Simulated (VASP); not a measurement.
The system is Cs.

```
Cs
1.0
     2.96783   -4.26459    0.00000
     2.96783    4.26459    0.00000
    -2.53128    0.00000    4.33906
Cs
1
Direct
  0.00000 0.00000 0.50000
```

```yaml
Program: VASP 6.6.1
Task: relaxation of cell and atoms
Functional: PBE
Potentials_or_basis: VASP PAW PBE potentials, release 64 (Cs_sv)
Cutoff: 650 eV
k_mesh: 8 × 8 × 9
Occupations: methfessel-paxton, width 0.05 eV
Spin: no spin polarisation
```

At the start: pressure 0.1 GPa; volume 109.84 Å³/atom.

Q: How do energy, volume and symmetry change on relaxing?

A: Over 28 steps the energy falls by 8.4 meV/atom and the volume is 117.47 Å³/atom (+7.0 %); space group C2/m (No. 12, to 0.1 Å) before, Fmmm (No. 69, to 0.1 Å).

The path:
| step | energy change (eV) | largest force (eV/Å) | pressure (GPa) | volume (Å³) |
| --- | --- | --- | --- | --- |
| 1 | 0.0000 | 0.0000 | 0.15 | 109.84 |
| 2 | -0.0020 | 0.0000 | 0.11 | 111.43 |
| 3 | -0.0056 | 0.0000 | 0.02 | 116.27 |
| 4 | -0.0034 | 0.0000 | -0.13 | 126.24 |
| 5 | -0.0061 | 0.0000 | -0.04 | 119.43 |
| 6 | -0.0066 | 0.0000 | -0.04 | 118.96 |
| 7 | -0.0074 | 0.0000 | 0.00 | 117.54 |
| 8 | -0.0075 | 0.0000 | 0.00 | 116.98 |
| 9 | -0.0077 | 0.0000 | 0.00 | 117.00 |
| 10 | -0.0080 | 0.0000 | 0.01 | 117.03 |
| 11 | -0.0082 | 0.0000 | 0.00 | 117.40 |
| 12 | -0.0082 | 0.0000 | 0.00 | 117.62 |
| 13 | -0.0082 | 0.0000 | -0.01 | 118.05 |
| 14 | -0.0082 | 0.0000 | -0.02 | 117.75 |
| 15 | -0.0082 | 0.0000 | -0.01 | 117.68 |
| 16 | -0.0082 | 0.0000 | 0.01 | 117.00 |
| 17 | -0.0082 | 0.0000 | 0.00 | 117.26 |
| 18 | -0.0082 | 0.0000 | 0.00 | 117.28 |
| 19 | -0.0082 | 0.0000 | 0.00 | 117.27 |
| 20 | -0.0082 | 0.0000 | 0.00 | 117.38 |
| 21 | -0.0082 | 0.0000 | 0.00 | 117.47 |
| 22 | -0.0082 | 0.0000 | 0.00 | 117.44 |
| 23 | -0.0082 | 0.0000 | -0.01 | 117.78 |
| 24 | -0.0082 | 0.0000 | 0.00 | 117.55 |
| 25 | -0.0082 | 0.0000 | 0.00 | 117.50 |
| 26 | -0.0082 | 0.0000 | 0.00 | 117.47 |
| 27 | -0.0084 | 0.0000 | 0.00 | 117.47 |
| 28 | -0.0084 | 0.0000 | 0.00 | 117.47 |

Final structure:
```
Cs
1.0
     2.95536   -4.50328   -0.15433
     2.95536    4.50328   -0.15433
    -2.73847    0.00000    4.55628
Cs
1
Direct
  0.00000 0.00000 0.50000
```
